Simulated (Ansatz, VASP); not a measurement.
# S in VASP and in Ansatz

The input INCAR:

```
PREC = Accurate ; ENCUT = 520
EDIFF = 1E-6 ; ISMEAR = 0
SIGMA = 0.15 ; LREAL = False
LASPH = True ; NELM = 80
ALGO = Normal ; ISIF = 2
LWAVE = False ; LCHARG = True
GGA = CA ; LELF = True
LVHAR = True ; NBANDS = 9
```

The input KPOINTS:

```
Automatic mesh
0
Gamma
  20 20 20
```

File POSCAR:

```
S
1.0
    0.0000000000      1.9544633371      1.9943503440
    1.9943503440      0.0000000000      1.9943503440
    1.9943503440      1.9544633371      0.0000000000
S
1
Direct
    0.0000000000      0.0000000000      0.0000000000
```

Input for Ansatz:

```yaml
crystal:
  lattice:
    - [0.0, 1.9544633371, 1.994350344]
    - [1.994350344, 0.0, 1.994350344]
    - [1.994350344, 1.9544633371, 0.0]
  atoms:
    - { symbol: S, position: [0.0, 0.0, 0.0] }
basis:
  ecutwfc: 420
kpoints:
  mp_grid: { grid: [20, 20, 20] }
hamiltonian:
  xc: lda
scf:
  occupations: { method: gaussian, width: 0.15 }
output:
  forces: true
  stress: true
  eigenvalues: true
```

Change from the starting cell: strain -0.0200 x Voigt [0, 1, 0, 0, 0, 0], atoms carried along.

Alike in both runs: task single point; functional LDA; k mesh 20 × 20 × 20; occupations gaussian, width 0.15 eV; no spin polarisation.

|  | VASP | Ansatz |
| --- | --- | --- |
| version | VASP 6.6.1 | Ansatz 0.2.0 |
| potentials or method | VASP PAW LDA potentials, release 64 (S), cutoff 520 eV | scalar-relativistic, plane waves, PAW |
| valence electrons in the cell | 6 | 6 |

|  | VASP | Ansatz | Ansatz less VASP |
| --- | --- | --- | --- |
| gap on the k mesh at the Fermi level (eV) | none | none | - |
| pressure (GPa) | -5.0 | -5.0 | +0.04 |
| traceless stress, the component that is largest in VASP (GPa) | -1.12 | -1.12 | -0.007 |

LDA's correlation is that of Perdew and Zunger in VASP and of Perdew and Wang (1992) in Ansatz. A gap of «none» marks a metal or a gap that the smearing closes.
